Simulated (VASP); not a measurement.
# CdS (F-43m) in VASP: further runs

The runs below take CdS through single point, relaxation of cell and atoms, with PBEsol-based screened hybrid with 25 % exact exchange, PBE.

Program: VASP 6.6.1. These are calculated values, not measurements. Logs are shortened: lines on timing, memory, paths and dates and some standing lists are left out, and cuts for length are marked.

## (1) The cell of the first run

The structure is cubic, space group F-43m (No. 216). Conventional cell: a = 5.910 Å, b = 5.910 Å, c = 5.910 Å, α = 90.00°, β = 90.00°, γ = 90.00°. Cd (site symmetry -43m) has 4 S at 2.56 Å within 3.4 Å. Within 3.4 Å of S (site symmetry -43m) lie 4 Cd at 2.56 Å.

## (2) Single point, PBEsol-based screened hybrid with 25 % exact exchange

Contents of POSCAR:

```
CdS
1.0
    0.0000000000      2.9548794012      2.9548794012
    2.9548794012      0.0000000000      2.9548794012
    2.9548794012      2.9548794012      0.0000000000
Cd S
1 1
Direct
    0.0000000000      0.0000000000      0.0000000000
    0.7500000000      0.7500000000      0.7500000000
```

Contents of INCAR.step1:

```
SYSTEM = CdS
  PREC = Accurate
  ENCUT = 520
  EDIFF = 1E-5
  ISMEAR = -1
  SIGMA = 0.05
  LREAL = .False.
  LASPH = .True.
  NELM = 60
  ALGO = Normal
  ISIF = 2
  LWAVE = .True.
  LCHARG = .False.
  NBANDS = 16
  GGA = PE
```

Contents of INCAR.step2:

```
SYSTEM = CdS
  PREC = Accurate
  ENCUT = 520
  EDIFF = 1E-7
  ISMEAR = -1
  SIGMA = 0.05
  LREAL = .False.
  LASPH = .True.
  NELM = 60
  ALGO = Normal
  ISIF = 2
  LWAVE = .False.
  LCHARG = .False.
  GGA = PS
  LHFCALC = .True.
  AEXX = 0.25
  HFSCREEN = 0.207
  PRECFOCK = Normal
  NBANDS = 16
  ISTART = 1
```

Contents of KPOINTS:

```
Automatic mesh
0
Gamma
  4 4 4
  0 0 0
```

Potentials or basis: VASP PAW PBE potentials, release 64 (Cd, S).

Started as:

```console
> cat potpaw_PBE.64/Cd/POTCAR potpaw_PBE.64/S/POTCAR > POTCAR
> cp INCAR.step1 INCAR
> mpirun -np 1 vasp_std > vasp.out
> cp INCAR.step2 INCAR
> mpirun -np 1 vasp_std > vasp.out
```

OUTCAR:

```text
SYSTEM = CdS
   PREC = Accurate
   ENCUT = 520
   EDIFF = 1E-7
   ISMEAR = -1
   LREAL = .False.
   LASPH = .True.
   NELM = 60
   ISIF = 2
   GGA = PS
   LHFCALC = .True.
   AEXX = 0.25
   HFSCREEN = 0.207
   PRECFOCK = Normal
   ISTART = 1

 ion  position               nearest neighbor table
   1  0.000  0.000  0.000-   2 2.56   2 2.56   2 2.56   2 2.56
   2  0.750  0.750  0.750-   1 2.56   1 2.56   1 2.56   1 2.56

  LATTYP: Found a face centered cubic cell.
 ALAT       =     5.9097588024

  Lattice vectors:

 A1 = (   0.0000000000,   2.9548794012,   2.9548794012)
 A2 = (   2.9548794012,   0.0000000000,   2.9548794012)
 A3 = (   2.9548794012,   2.9548794012,   0.0000000000)

Analysis of symmetry for initial positions (statically):
=====================================================================
 Subroutine PRICEL returns:
 Original cell was already a primitive cell.

 Routine SETGRP: Setting up the symmetry group for a
 face centered cubic supercell.

 Subroutine GETGRP returns: Found 24 space group operations
 (whereof 24 operations were pure point group operations)
 out of a pool of 48 trial point group operations.

The static configuration has the point symmetry T_d .

Analysis of symmetry for dynamics (positions and initial velocities):
=====================================================================
 Subroutine PRICEL returns:
 Original cell was already a primitive cell.

 Routine SETGRP: Setting up the symmetry group for a
 face centered cubic supercell.

 Subroutine GETGRP returns: Found 24 space group operations
 (whereof 24 operations were pure point group operations)
 out of a pool of 48 trial point group operations.

The dynamic configuration has the point symmetry T_d .

 Subroutine INISYM returns: Found 24 space group operations
 (whereof 24 operations are pure point group operations),
 and found     1 'primitive' translations

----------------------------------------------------------------------------------------

                                     Primitive cell

  volume of cell :      51.5999

  direct lattice vectors                    reciprocal lattice vectors
     0.000000000  2.954879401  2.954879401    -0.169211644  0.169211644  0.169211644
     2.954879401  0.000000000  2.954879401     0.169211644 -0.169211644  0.169211644
     2.954879401  2.954879401  0.000000000     0.169211644  0.169211644 -0.169211644

  length of vectors
     4.178830524  4.178830524  4.178830524     0.293083164  0.293083164  0.293083164

  position of ions in fractional coordinates (direct lattice)
     0.000000000  0.000000000  0.000000000
     0.750000000  0.750000000  0.750000000

  ion indices of the primitive-cell ions
   primitive index   ion index
                 1           1
                 2           2

----------------------------------------------------------------------------------------

 KPOINTS: Automatic mesh

Automatic generation of k-mesh.
 Grid dimensions read from file:
 generate k-points for:    4    4    4

 Generating k-lattice:

  Cartesian coordinates                     Fractional coordinates (reciprocal lattice)
    -0.042302911  0.042302911  0.042302911     0.250000000  0.000000000  0.000000000
     0.042302911 -0.042302911  0.042302911     0.000000000  0.250000000  0.000000000
     0.042302911  0.042302911 -0.042302911     0.000000000  0.000000000  0.250000000

  Length of vectors
     0.073270791  0.073270791  0.073270791

  Shift w.r.t. Gamma in fractional coordinates (k-lattice)
     0.000000000  0.000000000  0.000000000

 Subroutine IBZKPT returns following result:
 ===========================================

 Found      8 irreducible k-points:

 Following reciprocal coordinates:
            Coordinates               Weight
  0.000000  0.000000  0.000000      1.000000
  0.250000  0.000000  0.000000      8.000000
  0.500000  0.000000  0.000000      4.000000
  0.250000  0.250000  0.000000      6.000000
  0.500000  0.250000  0.000000     24.000000
 -0.250000  0.250000  0.000000     12.000000
  0.500000  0.500000  0.000000      3.000000
 -0.250000  0.500000  0.250000      6.000000
   k-points           NKPTS =      8   k-points in BZ     NKDIM =     64   number of bands    NBANDS=     16
   number of dos      NEDOS =    301   number of ions     NIONS =      2
   total plane-waves  NPLWV =  32768
   dimension x,y,z NGX =    32 NGY =   32 NGZ =   32
   dimension x,y,z NGXF=    64 NGYF=   64 NGZF=   64
   ions per type =               1   1
   NGX,Y,Z   is equivalent  to a cutoff of  12.73, 12.73, 12.73 a.u.
   NGXF,Y,Z  is equivalent  to a cutoff of  25.46, 25.46, 25.46 a.u.
 SYSTEM =  CdS
   PREC   = accura    normal or accurate (medium, high low for compatibility)
   ISTART =      1    job   : 0-new  1-cont  2-samecut
   ICHARG =      0    charge: 1-file 2-atom 10-const
   ISPIN  =      1    spin polarized calculation?
   LNONCOLLINEAR =      F non collinear calculations
   LSORBIT =      F    spin-orbit coupling
   LASPH  =      T    aspherical Exc in radial PAW
   ENCUT  =  520.0 eV  38.22 Ry    6.18 a.u.   7.77  7.77  7.77*2*pi/ulx,y,z
   NELM   =     60;   NELMIN=  2; NELMDL=  0     # of ELM steps
   EDIFF  = 0.1E-06   stopping-criterion for ELM
   LREAL  =      F    real-space projection
   EDIFFG = 0.1E-05   stopping-criterion for IOM
   NSW    =      0    number of steps for IOM
   IBRION =     -1    ionic relax: 0-MD 1-quasi-New 2-CG
   NFREE  =      0    steps in history (QN), initial steepest desc. (CG)
   ISIF   =      2    stress and relaxation
   ISYM   =      3    0-nonsym 1-usesym 2-fastsym
   POTIM  = 0.5000    time-step for ionic-motion
   TEBEG  =    0.0;   TEEND  =   0.0 temperature during run
   PSTRESS=    0.0 pullay stress
   NELECT =      18.0000    total number of electrons
   NUPDOWN=      -1.0000    fix difference up-down
   EMIN   =  10.00;   EMAX   =-10.00  energy-range for DOS
   EFERMI =   0.00;   METHOD = LEGACY
   ISMEAR =    -1;   SIGMA  =   0.05  broadening in eV -4-tet -1-fermi 0-gaus
   EFERMI_NEDOS =   21; number of points for ismear=-14 and -15
   IALGO  =     38    algorithm
   IMIX   =      1    mixing-type and parameters
     AMIX     =   0.40;   BMIX     =  1.00
     AMIX_MAG =   1.60;   BMIX_MAG =  1.00
  volume/ion in A,a.u.               =      25.80       174.11
  Fermi-wavevector in a.u.,A,eV,Ry     =   1.152434  2.177784 18.069941  1.328103
  Thomas-Fermi vector in A             =   2.289085
   LORBIT       =      0    0 simple, 1 ext, 2 COOP (PROOUT), +10 PAW based schemes
   GGA     = PS    functional components
   LHFCALC =     T    Hartree Fock is set to
   PRECFOCK=normal    Normal, Fast or Accurate (Low or Medium for compatibility)
   ENCUT4O =  -1.0   cutoff for four orbital integrals eV
   NKREDX  =     1    reduce k-point grid by
   NKREDY  =     1    reduce k-point grid by
   NKREDZ  =     1    reduce k-point grid by
   AEXX    =    0.2500 exact exchange contribution
   HFSCREEN=    0.2070 screening length (either q_TF or 0.3 A-1)
   HFSCREENC=   0.2070 screening length for correlation (either q_TF or 0.3 A-1)
   ENCUTFOCK=  -1.0 apply spherical cutoff to Coloumb kernel
   IVDW    =     0    specifies the selected vdW correction
   LEPSILON=     F    determine dielectric tensor
   LRPA    =     F    only Hartree local field effects (RPA)
 non-spin polarized calculation
  energy-cutoff  :      520.00
  volume of cell :       51.60
 maximum number of plane-waves:      1411
  NGX = 24; NGY = 24; NGZ = 24

 number of electron      18.0000003 magnetization

 Free energy of the ion-electron system (eV)
  ---------------------------------------------------
  ext. energy  EPLUGINS =         0.00000000
  ---------------------------------------------------
  free energy    TOTEN  =        -8.04323383 eV

  energy without entropy =       -8.04323383  energy(sigma->0) =       -8.04323383

 E-fermi :   1.2725     XC(G=0):  -7.6233

 val. band max:        0.2733880180   @ k =   0.0000   0.0000   0.0000
 cond. band min:       2.2059926883   @ k =   0.0000   0.0000   0.0000
 fundamental gap:      1.9326046703
 Fermi energy:         1.2725119405

 k-point     1 :       0.0000    0.0000    0.0000
  band No.  band energies     occupation
      1     -13.0544      2.00000
      2      -8.4773      2.00000
      3      -8.4773      2.00000
      4      -8.4773      2.00000
      5      -8.0417      2.00000
      6      -8.0417      2.00000
[... 8 lines left out ...]
     15      12.9619      0.00000
     16      12.9619      0.00000

 k-point     2 :       0.2500    0.0000    0.0000
  band No.  band energies     occupation
      1     -12.8403      2.00000
      2      -8.4128      2.00000
      3      -8.4128      2.00000
      4      -8.2175      2.00000
      5      -8.0385      2.00000
      6      -8.0385      2.00000
[... 8 lines left out ...]
     15      12.0130      0.00000
     16      12.4519      0.00000

 k-point     3 :       0.5000    0.0000    0.0000
  band No.  band energies     occupation
      1     -12.6293      2.00000
      2      -8.3672      2.00000
      3      -8.3672      2.00000
      4      -8.0113      2.00000
      5      -8.0113      2.00000
      6      -7.6592      2.00000
[... 8 lines left out ...]
     15      14.1023      0.00000
     16      14.1023      0.00000

 k-point     4 :       0.2500    0.2500    0.0000
  band No.  band energies     occupation
      1     -12.7713      2.00000
      2      -8.3342      2.00000
      3      -8.3342      2.00000
      4      -8.2790      2.00000
      5      -8.0464      2.00000
      6      -8.0048      2.00000
[... 8 lines left out ...]
     15      13.4029      0.00000
     16      15.9178      0.00000

 k-point     5 :       0.5000    0.2500    0.0000
  band No.  band energies     occupation
      1     -12.5659      2.00000
      2      -8.3134      2.00000
      3      -8.2645      2.00000
      4      -8.1178      2.00000
      5      -7.9978      2.00000
      6      -7.6137      2.00000
[... 8 lines left out ...]
     15      14.2586      0.00000
     16      15.1354      0.00000

 k-point     6 :      -0.2500    0.2500    0.0000
  band No.  band energies     occupation
      1     -12.6328      2.00000
      2      -8.3376      2.00000
      3      -8.3288      2.00000
      4      -8.0567      2.00000
      5      -8.0523      2.00000
      6      -7.7621      2.00000
[... 8 lines left out ...]
     15      13.6618      0.00000
     16      14.9547      0.00000

 k-point     7 :       0.5000    0.5000    0.0000
  band No.  band energies     occupation
      1     -12.4998      2.00000
      2      -8.2544      2.00000
      3      -8.1684      2.00000
      4      -8.1684      2.00000
      5      -7.9676      2.00000
      6      -7.5774      2.00000
[... 8 lines left out ...]
     15      14.0134      0.00000
     16      15.0583      0.00000

 k-point     8 :      -0.2500    0.5000    0.2500
  band No.  band energies     occupation
      1     -12.5019      2.00000
      2      -8.2570      2.00000
      3      -8.2545      2.00000
      4      -8.0828      2.00000
      5      -8.0321      2.00000
      6      -7.4167      2.00000
[... 8 lines left out ...]
     15      14.5300      0.00000
     16      14.9519      0.00000

------------------------ aborting loop because EDIFF is reached ----------------------------------------

  FORCE on cell =-STRESS in cart. coord.  units (eV):
  Direction    XX          YY          ZZ          XY          YZ          ZX
  --------------------------------------------------------------------------------------
  -------------------------------------------------------------------------------------
  Total       -0.7708678     -0.7708678     -0.7708678      0.0000000      0.0000000      0.0000000
  in kB      -23.9354291    -23.9354291    -23.9354291      0.0000000      0.0000000      0.0000000
  external PRESSURE =     -23.9354291 kB  Pullay stress =       0.0000000 kB

 VOLUME and BASIS-vectors are now :
 -----------------------------------------------------------------------------
  energy-cutoff  :      520.00
  volume of cell :       51.60
      direct lattice vectors                 reciprocal lattice vectors
     0.000000000  2.954879401  2.954879401    -0.169211644  0.169211644  0.169211644
     2.954879401  0.000000000  2.954879401     0.169211644 -0.169211644  0.169211644
     2.954879401  2.954879401  0.000000000     0.169211644  0.169211644 -0.169211644

 POSITION                                       TOTAL-FORCE (eV/Angst)
 -----------------------------------------------------------------------------------
      0.00000      0.00000      0.00000         0.000000      0.000000     -0.000000
      4.43232      4.43232      4.43232        -0.000000     -0.000000      0.000000
 -----------------------------------------------------------------------------------
    total drift:                               -0.000027     -0.000041     -0.000023

  FREE ENERGIE OF THE ION-ELECTRON SYSTEM (eV)
  ---------------------------------------------------
  free  energy   TOTEN  =        -8.0432338335 eV

  energy  without entropy=       -8.0432338330  energy(sigma->0) =       -8.04323383
```

Wall time 8.8 min (1 thread of Intel Xeon Platinum 8375C at 2.90GHz (Ice Lake), shared host); peak memory 0.28 GiB.

Results:

| Property | Result |
| --- | --- |
| Free energy | -8.0432 eV |
| Pressure | -2.4 GPa |
| Band gap on the k mesh | 1.93 eV |

Caveat: the k points lie up to 0.46 Å⁻¹ apart; the PAW data sets were made with another functional, which shifts forces and pressure a little.

## (3) Single point, PBEsol-based screened hybrid with 25 % exact exchange

This run uses another cell than the first one, of 26.30 Å³/atom.

Contents of POSCAR:

```
CdS
1.0
    0.0000000000      2.9737007966      2.9737007966
    2.9737007966      0.0000000000      2.9737007966
    2.9737007966      2.9737007966      0.0000000000
Cd S
1 1
Direct
    0.0000000000      0.0000000000      0.0000000000
    0.7500000000      0.7500000000      0.7500000000
```

Contents of INCAR.step1:

```
SYSTEM = CdS
PREC = Accurate
ENCUT = 520
EDIFF = 1E-5
ISMEAR = -1
SIGMA = 0.05
LREAL = .FALSE.
LASPH = .TRUE.
NELM = 80
ALGO = Normal
ISIF = 2
LWAVE = .TRUE.
NBANDS = 16
GGA = PE
```

Contents of INCAR.step2:

```
SYSTEM = CdS
PREC = Accurate
ENCUT = 520
EDIFF = 1E-6
ISMEAR = -1
SIGMA = 0.05
LREAL = .FALSE.
LASPH = .TRUE.
NELM = 80
ALGO = Normal
ISIF = 2
LWAVE = .FALSE.
LCHARG = .TRUE.
GGA = PS
LHFCALC = .TRUE.
AEXX = 0.25
HFSCREEN = 0.207
PRECFOCK = Normal
LELF = .TRUE.
LVHAR = .TRUE.
NBANDS = 16
ISTART = 1
```

Contents of KPOINTS:

```
Automatic mesh
0
G
  4 4 4
  0 0 0
```

Potentials or basis: VASP PAW PBE potentials, release 64 (Cd, S).

Started as:

```console
> cat potpaw_PBE.64/Cd/POTCAR potpaw_PBE.64/S/POTCAR > POTCAR
> cp INCAR.step1 INCAR
> mpirun -np 1 vasp_std > vasp.out
> cp INCAR.step2 INCAR
> mpirun -np 1 vasp_std > vasp.out
```

OUTCAR:

```text
SYSTEM = CdS
   PREC = Accurate
   ENCUT = 520
   EDIFF = 1E-6
   ISMEAR = -1
   LREAL = .FALSE.
   LASPH = .TRUE.
   NELM = 80
   ISIF = 2
   GGA = PS
   LHFCALC = .TRUE.
   AEXX = 0.25
   HFSCREEN = 0.207
   PRECFOCK = Normal
   ISTART = 1

 ion  position               nearest neighbor table
   1  0.000  0.000  0.000-   2 2.58   2 2.58   2 2.58   2 2.58
   2  0.750  0.750  0.750-   1 2.58   1 2.58   1 2.58   1 2.58

  LATTYP: Found a face centered cubic cell.
[... 330 lines left out ...]

------------------------ aborting loop because EDIFF is reached ----------------------------------------

  FORCE on cell =-STRESS in cart. coord.  units (eV):
  Direction    XX          YY          ZZ          XY          YZ          ZX
  --------------------------------------------------------------------------------------
  -------------------------------------------------------------------------------------
  Total       -1.1141648     -1.1141648     -1.1141648      0.0000000      0.0000000      0.0000000
  in kB      -33.9420606    -33.9420606    -33.9420606      0.0000000      0.0000000      0.0000000
  external PRESSURE =     -33.9420606 kB  Pullay stress =       0.0000000 kB

 VOLUME and BASIS-vectors are now :
 -----------------------------------------------------------------------------
  energy-cutoff  :      520.00
  volume of cell :       52.59
      direct lattice vectors                 reciprocal lattice vectors
     0.000000000  2.973700797  2.973700797    -0.168140655  0.168140655  0.168140655
     2.973700797  0.000000000  2.973700797     0.168140655 -0.168140655  0.168140655
     2.973700797  2.973700797  0.000000000     0.168140655  0.168140655 -0.168140655

 POSITION                                       TOTAL-FORCE (eV/Angst)
 -----------------------------------------------------------------------------------
      0.00000      0.00000      0.00000        -0.000000     -0.000000     -0.000000
      4.46055      4.46055      4.46055         0.000000      0.000000      0.000000
 -----------------------------------------------------------------------------------
    total drift:                               -0.000042     -0.000059     -0.000034

  FREE ENERGIE OF THE ION-ELECTRON SYSTEM (eV)
  ---------------------------------------------------
  free  energy   TOTEN  =        -8.0255583077 eV

  energy  without entropy=       -8.0255583070  energy(sigma->0) =       -8.02555831
```

It took 8.9 min on 1 thread of Intel Xeon Platinum 8375C at 2.90GHz (Ice Lake), shared host; peak memory 0.28 GiB.

Results:

```yaml
Free_energy: -8.0256 eV
Pressure: -3.4 GPa
Band_gap_on_the_k_mesh: 1.88 eV
```

Caveat: the k points lie up to 0.46 Å⁻¹ apart; the PAW data sets were made with another functional, which shifts forces and pressure a little.

[end of part 1 of 2]
